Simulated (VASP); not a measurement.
Set up this calculation in VASP 6.6.1, as the native input.

* Task: relaxation of cell and atoms
* Functional: PBE
* Potentials or basis: VASP PAW PBE potentials, release 64 (La, Nb_sv, O)
* Cutoff: 600 eV
* k mesh: 4 × 4 × 4
* Occupations: gaussian, width 0.15 eV
* Spin: no spin polarisation
* Dipole correction: no
* Further INCAR settings: ALGO = Normal; EDIFF = 1e-07; IBRION = 2; EDIFFG = -0.08; NSW = 36; ISIF = 3

The structure of La2NbO5 lies in POSCAR:

```
La2NbO5
1.0
   -2.0250000000      2.0250000000      7.1500000000
    2.0250000000     -2.0250000000      7.1500000000
    2.0250000000      2.0250000000     -7.1500000000
La Nb O
2 1 5
Direct
    0.3550000000      0.3550000000      0.0000000000
    0.6450000000      0.6450000000      0.0000000000
    0.0000000000      0.0000000000      0.0000000000
    0.0000000000      0.5000000000      0.5000000000
    0.5000000000      0.0000000000      0.5000000000
    0.1550000000      0.1550000000      0.0000000000
    0.8450000000      0.8450000000      0.0000000000
    0.2500000000      0.7500000000      0.5000000000
```

This cell differs from its parent crystal: with an interstitial atom.

These files were run (other wordings do the same):

INCAR

```
  PREC = Accurate
  ENCUT = 600
  EDIFF = 1E-7
  ISMEAR = 0
  SIGMA = 0.15
  LREAL = F
  LASPH = T
  NELM = 100
  ALGO = Normal
  ISIF = 3
  LWAVE = F
  LCHARG = F
  GGA = PE
  IBRION = 2
  NSW = 36
  EDIFFG = -0.08
```

KPOINTS

```
Automatic mesh
0
Gamma
  4 4 4
```

Potentials or basis: VASP PAW PBE potentials, release 64 (La, Nb_sv, O).

The run is started by

```console
$ cat potpaw_PBE.64/La/POTCAR potpaw_PBE.64/Nb_sv/POTCAR potpaw_PBE.64/O/POTCAR > POTCAR
$ mpirun -np 1 vasp_std > vasp.out
```

Results of the run:

```
Relaxed volume                        : 14.08 Å³/atom
Relaxed cell                          : a = 7.399 Å, b = 7.399 Å, c = 7.399 Å, α = 148.12°, β = 148.12°, γ = 45.71°
Space group after relaxing (to 0.1 Å) : I-4m2 (No. 119)
Energy gained by relaxing             : 175.6 meV/atom
Ionic steps                           : 13
Pressure after relaxing               : -0.2 GPa
Largest force after relaxing          : 0.068 eV/Å
Band gap on the k mesh                : zero (an odd number of electrons rules out a gap without spin polarisation)
```

Caveat: the k points lie up to 0.40 Å⁻¹ apart in the final cell, too coarse for converged energies and pressures of a metal; the cell differs from its parent crystal (with an interstitial atom); spin-orbit coupling is left out, which moves the levels of the heavy elements; an odd number of electrons without spin polarisation forces a metal; a magnetic or distorted state may lie lower; the relaxation stopped at a loose force limit of 0.08 eV/Å, so its end isn't a converged minimum.

Run time: 37 min on 1 thread of Intel(R) Xeon(R) 6975P-C (Granite Rapids) (shared host), peak memory 0.74 GiB.
